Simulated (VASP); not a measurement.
Here is a VASP 6.6.1 calculation.

The input INCAR:

```
SYSTEM = GaAs
ALGO = Normal
EDIFF = 1E-8
ENCUT = 500
GGA_COMPAT = .False.
IBRION = 8
ISIF = 2
ISMEAR = 0
LASPH = .True.
LCHARG = .False.
LEPSILON = .True.
LREAL = .False.
LWAVE = .False.
NBANDS = 16
NELM = 120
NSW = 1
PREC = Accurate
SIGMA = 0.01
```

KPOINTS

```
k-points
0
Gamma
  8 8 8
  0 0 0
```

POSCAR

```
GaAs
1.0
    0.0000000000      2.8016907855      2.8016907855
    2.8016907855      0.0000000000      2.8016907855
    2.8016907855      2.8016907855      0.0000000000
Ga As
1 1
Direct
    0.0000000000      0.0000000000      0.0000000000
    0.7500000000      0.7500000000      0.7500000000
```

Potentials or basis: VASP PAW LDA potentials, release 64 (Ga_d, As).

Launch:

```sh
$ cat potpaw_LDA.64/Ga_d/POTCAR potpaw_LDA.64/As/POTCAR > POTCAR
$ mpirun -np 1 vasp_std > vasp.out
```

Problem. What does it give for the electronic dielectric tensor (diagonal)?

Solution. 28.70.

Problem. Estimate the Born charges (mean of the diagonal).

Solution. Ga +2.22; As -2.22 e.

Problem. What does it give for the highest phonon frequency at Γ, LO-TO splitting left out?

Solution. 271 cm⁻¹.

Born effective charge tensors (e):
atom 1, Ga
```
2.22 0.00 0.00
0.00 2.22 0.00
0.00 0.00 2.22
```
atom 2, As
```
-2.22  0.00  0.00
 0.00 -2.22  0.00
 0.00  0.00 -2.22
```
